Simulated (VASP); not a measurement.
Write the native input for VASP 6.6.1 that does the following.

```
Task                   : relaxation of cell and atoms
Functional             : PBE exchange alone
Potentials or basis    : VASP PAW PBE potentials, release 64 (Te, Cd)
Cutoff                 : 600 eV
k mesh                 : 7 × 7 × 7
Occupations            : fermi-dirac, width 0.05 eV
Spin                   : no spin polarisation
Dipole correction      : no
Further INCAR settings : ALGO = Normal; EDIFF = 1e-07; IBRION = 2; EDIFFG = -0.01; NSW = 60; ISIF = 3
```

The structure of CdTe lies in POSCAR:

```
CdTe
1.0
    0.0000000000      3.2050000000      3.2050000000
    3.2050000000      0.0000000000      3.2050000000
    3.2050000000      3.2050000000      0.0000000000
Te Cd
1 1
Direct
    0.7500000000      0.7500000000      0.7500000000
    0.0000000000      0.0000000000      0.0000000000
```

The input as run:

INCAR

```
PREC = Accurate ; ENCUT = 600
EDIFF = 1E-7 ; ISMEAR = -1
SIGMA = 0.05 ; LREAL = F
LASPH = T ; NELM = 60
ALGO = Normal ; ISIF = 3
LWAVE = F ; LCHARG = F
GGA = PE ; ALDAC = 0.0
AGGAC = 0.0 ; IBRION = 2
NSW = 60 ; EDIFFG = -0.01
```

KPOINTS

```
Automatic mesh
0
Gamma
  7 7 7
```

Potentials or basis: VASP PAW PBE potentials, release 64 (Te, Cd).

Command:

```bash
$ cat potpaw_PBE.64/Te/POTCAR potpaw_PBE.64/Cd/POTCAR > POTCAR
$ mpirun -np 1 vasp_std > vasp.out
```

Results of the run:

```
Relaxed volume                        : 43.88 Å³/atom
Relaxed cell                          : a = 4.988 Å, b = 4.988 Å, c = 4.988 Å, α = 60.00°, β = 60.00°, γ = 60.00°
Space group after relaxing (to 0.1 Å) : F-43m (No. 216)
Energy gained by relaxing             : 300.0 meV/atom
Ionic steps                           : 4
Pressure after relaxing               : 0.0 GPa
Band gap on the k mesh                : zero (filled and empty bands touch)
```

Caveat: the volume moved by over 15 % at a fixed basis, so the end points are rough; semilocal functionals underestimate gaps, so a narrow gap can read as zero; spin-orbit coupling is left out, which moves the levels of the heavy elements.

Wall time 100 s on 1 thread of AMD EPYC 7R43 64-Core Processor (Zen 3), with other jobs on the host, peak memory 0.18 GiB.
